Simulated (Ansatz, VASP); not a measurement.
Two plane-wave programs on Pd

```
CELL_PARAMETERS angstrom
-1.57228 1.57228 1.57228
1.57228 -1.57228 1.57228
1.57228 1.57228 -1.57228
ATOMIC_POSITIONS crystal
Pd 0.00000 0.00000 0.00000
```

Alike in both runs: task single point; functional PBE; k mesh 16 × 16 × 16; occupations gaussian, width 0.05 eV; no spin polarisation.

|  | VASP | Ansatz |
| --- | --- | --- |
| version | VASP 6.6.1 | Ansatz 0.2.0 |
| potentials or method | VASP PAW PBE potentials, release 64 (Pd), cutoff 520 eV | scalar-relativistic, plane waves, PAW |
| valence electrons in the cell | 10 | 18 |

Ansatz gave:

* gap on the k mesh at the Fermi level (eV): none
* pressure (GPa): -0.9

Task: What did VASP give for the same quantities?

Result: gap on the k mesh at the Fermi level (eV): none; pressure (GPa): -1.2.

A gap of «none» marks a metal or a gap that the smearing closes. The functional is the same, so the differences come from potentials, cutoffs and numerics. VASP's potentials hold 10 valence electrons a cell and Ansatz's 18, so a difference there can come from the potentials and not from the codes.
